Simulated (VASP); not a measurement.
# BAs (F-43m) in VASP: notebook

BAs is run at these levels: PBE; tasks: single point.

Everything below comes from runs of VASP 6.6.1. Logs are shortened: lines on timing, memory, paths and dates and some standing lists are left out, and cuts for length are marked.

## (1) The cell of the first run

It takes space group F-43m (No. 216, cubic). The conventional cell has a = 4.778 Å, b = 4.778 Å, c = 4.778 Å, α = 90.00°, β = 90.00°, γ = 90.00°. B (site symmetry -43m) has 4 As at 2.07 Å within 2.7 Å. As (site symmetry -43m) has 4 B at 2.07 Å within 2.7 Å.

## (2) Single point, PBE

The input, INCAR:

```
SYSTEM = BAs
PREC     = Accurate       ! precision mode
ENCUT    = 520            ! plane-wave cutoff, eV
EDIFF    = 1E-6           ! SCF threshold, eV
ISMEAR   = 0              ! smearing method
SIGMA    = 0.01           ! smearing width, eV
LREAL    = .False.        ! projectors in reciprocal space
LASPH    = .True.         ! aspherical terms in the spheres
NELM     = 80             ! most SCF steps
ALGO     = Normal         ! electronic algorithm
ISIF     = 2              ! what is computed and relaxed
LWAVE    = .False.        ! write WAVECAR
LCHARG   = .False.        ! write CHGCAR
GGA      = PE             ! functional
NBANDS   = 11             ! bands
```

The input, KPOINTS:

```
regular mesh
0
Gamma
  8 8 8
  0 0 0
```

The input, POSCAR:

```
BAs
1.0
    0.0000000000      2.3889000000      2.3889000000
    2.3889000000      0.0000000000      2.3889000000
    2.3889000000      2.3889000000      0.0000000000
B As
1 1
Direct
    0.0000000000      0.0000000000      0.0000000000
    0.2500000000      0.2500000000      0.2500000000
```

Potentials or basis: VASP PAW PBE potentials, release 64 (B, As).

Command:

```sh
$ cat potpaw_PBE.64/B/POTCAR potpaw_PBE.64/As/POTCAR > POTCAR
$ mpirun -np 1 vasp_std > vasp.out
```

OUTCAR:

```text
SYSTEM = BAs
   PREC = Accurate
   ENCUT = 520
   EDIFF = 1E-6
   ISMEAR = 0
   LREAL = .False.
   LASPH = .True.
   NELM = 80
   ISIF = 2
   GGA = PE

 ion  position               nearest neighbor table
   1  0.000  0.000  0.000-   2 2.07   2 2.07   2 2.07   2 2.07
   2  0.250  0.250  0.250-   1 2.07   1 2.07   1 2.07   1 2.07

  LATTYP: Found a face centered cubic cell.
 ALAT       =     4.7778000000

  Lattice vectors:

 A1 = (   0.0000000000,   2.3889000000,   2.3889000000)
 A2 = (   2.3889000000,   0.0000000000,   2.3889000000)
 A3 = (   2.3889000000,   2.3889000000,   0.0000000000)

Analysis of symmetry for initial positions (statically):
=====================================================================
 Subroutine PRICEL returns:
 Original cell was already a primitive cell.

 Routine SETGRP: Setting up the symmetry group for a
 face centered cubic supercell.

 Subroutine GETGRP returns: Found 24 space group operations
 (whereof 24 operations were pure point group operations)
 out of a pool of 48 trial point group operations.

The static configuration has the point symmetry T_d .

Analysis of symmetry for dynamics (positions and initial velocities):
=====================================================================
 Subroutine PRICEL returns:
 Original cell was already a primitive cell.

 Routine SETGRP: Setting up the symmetry group for a
 face centered cubic supercell.

 Subroutine GETGRP returns: Found 24 space group operations
 (whereof 24 operations were pure point group operations)
 out of a pool of 48 trial point group operations.

The dynamic configuration has the point symmetry T_d .

 Subroutine INISYM returns: Found 24 space group operations
 (whereof 24 operations are pure point group operations),
 and found     1 'primitive' translations

----------------------------------------------------------------------------------------

                                     Primitive cell

  volume of cell :      27.2662

  direct lattice vectors                    reciprocal lattice vectors
     0.000000000  2.388900000  2.388900000    -0.209301352  0.209301352  0.209301352
     2.388900000  0.000000000  2.388900000     0.209301352 -0.209301352  0.209301352
     2.388900000  2.388900000  0.000000000     0.209301352  0.209301352 -0.209301352

  length of vectors
     3.378414779  3.378414779  3.378414779     0.362520576  0.362520576  0.362520576

  position of ions in fractional coordinates (direct lattice)
     0.000000000  0.000000000  0.000000000
     0.250000000  0.250000000  0.250000000

  ion indices of the primitive-cell ions
   primitive index   ion index
[... 73 lines left out ...]
   NELM   =     80;   NELMIN=  2; NELMDL= -5     # of ELM steps
   EDIFF  = 0.1E-05   stopping-criterion for ELM
   LREAL  =      F    real-space projection
[... 7 lines left out ...]
   TEBEG  =    0.0;   TEEND  =   0.0 temperature during run
   PSTRESS=    0.0 pullay stress
   NELECT =       8.0000    total number of electrons
   NUPDOWN=      -1.0000    fix difference up-down
   EMIN   =  10.00;   EMAX   =-10.00  energy-range for DOS
   EFERMI =   0.00;   METHOD = LEGACY
   ISMEAR =     0;   SIGMA  =   0.01  broadening in eV -4-tet -1-fermi 0-gaus
   EFERMI_NEDOS =   21; number of points for ismear=-14 and -15
   IALGO  =     38    algorithm
   IMIX   =      4    mixing-type and parameters
     AMIX     =   0.40;   BMIX     =  1.00
     AMIX_MAG =   1.60;   BMIX_MAG =  1.00
  volume/ion in A,a.u.               =      13.63        92.00
  Fermi-wavevector in a.u.,A,eV,Ry     =   1.087836  2.055712 16.100967  1.183388
  Thomas-Fermi vector in A             =   2.224004
   LORBIT       =      0    0 simple, 1 ext, 2 COOP (PROOUT), +10 PAW based schemes
   GGA     = PE    functional components
   LHFCALC =     F    Hartree Fock is set to
   AEXX    =    0.0000 exact exchange contribution
   IVDW    =     0    specifies the selected vdW correction
   LEPSILON=     F    determine dielectric tensor
   LRPA    =     F    only Hartree local field effects (RPA)
 non-spin polarized calculation
 Gauss-broadening in eV      SIGMA  =   0.01
  energy-cutoff  :      520.00
  volume of cell :       27.27
 maximum number of plane-waves:       754
 NGX is ok and might be reduce to    28
   NGX = 13   NGY = 13   NGZ = 13

 number of electron       8.0000000 magnetization

 Free energy of the ion-electron system (eV)
  ---------------------------------------------------
  ext. energy  EPLUGINS =         0.00000000
  ---------------------------------------------------
  free energy    TOTEN  =       -11.40450468 eV

  energy without entropy =      -11.40450468  energy(sigma->0) =      -11.40450468

 E-fermi :   6.1693     XC(G=0): -10.5816

 val. band max:        6.1216992286   @ k =   0.0000   0.0000   0.0000
 cond. band min:       7.3109275593   @ k =   0.3750   0.3750   0.0000
 fundamental gap:      1.1892283307
 Fermi energy:         6.1693431467

 k-point     1 :       0.0000    0.0000    0.0000
  band No.  band energies     occupation
      1      -9.2752      2.00000
      2       6.1217      2.00000
      3       6.1217      2.00000
      4       6.1217      2.00000
      5       9.3971      0.00000
      6       9.3971      0.00000
      7       9.3971      0.00000
      8      10.8022      0.00000
      9      15.7018      0.00000
     10      19.0695      0.00000
     11      19.0695      0.00000
[... 309 lines left out ...]
 k-point    24 :      -0.3750    0.2500    0.1250
  band No.  band energies     occupation
      1      -5.8318      2.00000
      2      -2.1660      2.00000
      3       1.5628      2.00000
      4       3.0499      2.00000
      5      10.0877      0.00000
      6      10.8821      0.00000
      7      13.5769      0.00000
      8      15.1440      0.00000
      9      16.4760      0.00000
     10      20.3056      0.00000
     11      21.3638      0.00000

 [... further k-points ...]
[... 5 lines left out ...]
  --------------------------------------------------------------------------------------
  -------------------------------------------------------------------------------------
  Total        0.5703411      0.5703411      0.5703411      0.0000000      0.0000000      0.0000000
  in kB       33.5136191     33.5136191     33.5136191      0.0000000      0.0000000      0.0000000
  external PRESSURE =      33.5136191 kB  Pullay stress =       0.0000000 kB

 VOLUME and BASIS-vectors are now :
 -----------------------------------------------------------------------------
  energy-cutoff  :      520.00
  volume of cell :       27.27
      direct lattice vectors                 reciprocal lattice vectors
     0.000000000  2.388900000  2.388900000    -0.209301352  0.209301352  0.209301352
     2.388900000  0.000000000  2.388900000     0.209301352 -0.209301352  0.209301352
     2.388900000  2.388900000  0.000000000     0.209301352  0.209301352 -0.209301352

 POSITION                                       TOTAL-FORCE (eV/Angst)
 -----------------------------------------------------------------------------------
      0.00000      0.00000      0.00000         0.000000      0.000000      0.000000
      1.19445      1.19445      1.19445        -0.000000     -0.000000     -0.000000
 -----------------------------------------------------------------------------------
    total drift:                               -0.000000     -0.000000     -0.000000

  FREE ENERGIE OF THE ION-ELECTRON SYSTEM (eV)
  ---------------------------------------------------
  free  energy   TOTEN  =       -11.4045046824 eV

  energy  without entropy=      -11.4045046824  energy(sigma->0) =      -11.40450468
```

Run time: 5.9 s. Hardware: 1 thread of Intel Xeon 6975P-C (Granite Rapids), shared host; peak memory 0.15 GiB.

What came out:

- Free energy: -11.4045 eV
- Pressure: 3.4 GPa
- Band gap on the k mesh: 1.19 eV, indirect (least direct gap 3.28 eV)

A k mesh can miss the band edges. Expect the measured gap to be larger: semilocal functionals such as PBE lack the derivative discontinuity.

## (3) Single point, PBE

The input, INCAR:

```
PREC = Accurate
ENCUT = 500
EDIFF = 1E-6
ISMEAR = 0
SIGMA = 0.01
LREAL = F
LASPH = T
NELM = 120
ALGO = Normal
ISIF = 2
LWAVE = F
LCHARG = F
GGA = PE
NBANDS = 11
GGA_COMPAT = F
```

The input, KPOINTS:

```
Automatic mesh
0
Gamma
  8 8 8
```

POSCAR is that of step 2.

Potentials or basis: VASP PAW PBE potentials, release 64 (B, As).

Command:

```sh
$ cat potpaw_PBE.64/B/POTCAR potpaw_PBE.64/As/POTCAR > POTCAR
$ mpirun -np 1 vasp_std > vasp.out
```

Wall time 11 s (1 thread of Intel Xeon Platinum 8259CL at 2.50GHz (Skylake/Cascade Lake), shared host); peak memory 0.15 GiB.

Results (log left out):

```
Free energy            : -11.4043 eV
Pressure               : 3.4 GPa
Band gap on the k mesh : 1.19 eV, indirect (least direct gap 3.28 eV)
```

Levels at points of the mesh, in eV from the valence-band top:
| k point | band 2 | band 3 | band 4 | band 5 | band 6 | band 7 |
| --- | --- | --- | --- | --- | --- | --- |
| (0.00, 0.00, 0.00) | 0.00 | 0.00 | 0.00 | 3.28 | 3.28 | 3.28 |
| (0.50, 0.00, 0.00) | -8.79 | -1.82 | -1.82 | 2.69 | 4.78 | 4.78 |
| (0.50, 0.50, 0.00) | -8.53 | -4.08 | -4.08 | 1.43 | 1.44 | 11.36 |

A k mesh can miss the band edges. Expect the measured gap to be larger: semilocal functionals such as PBE lack the derivative discontinuity.
